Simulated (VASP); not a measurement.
The system is TiSi2.

```
Ti Si
1.0
    -1.47287    1.71213    4.21208
     1.47287   -1.71213    4.21208
     1.47287    1.71213   -4.21208
Ti Si
1 2
Cartesian
  0.0000 0.0000 0.0000
  0.0000 0.0000 5.6448
  0.0000 0.0000 2.7793
```

Base run:

```yaml
Program: VASP 6.6.1
Functional: LDA
Potentials_or_basis: VASP PAW LDA potentials, release 64 (Ti_sv, Si)
Cutoff: 520 eV
k_mesh: 12 × 12 × 12
Occupations: fermi-dirac, width 0.05 eV
Spin: no spin polarisation
```

Its results: band gap on the k mesh zero (bands 10 and 11 overlap by 2.28 eV); pressure -6.4 GPa; largest force 0.111 eV/Å.

Question: The run is repeated on the same cell with these changes: functional from LDA to r2SCAN; potentials or basis from VASP PAW LDA potentials, release 64 (Ti_sv, Si) to VASP PAW PBE potentials, release 64 (Ti_sv, Si). What comes out?

Answer: Band gap on the k mesh zero (bands 10 and 11 overlap by 2.56 eV); pressure -2.1 GPa; largest force 0.056 eV/Å.

Caveats: the cell stands under tension (at least some runs); the PAW data sets were made with another functional, which shifts forces and pressure a little (at least some runs).
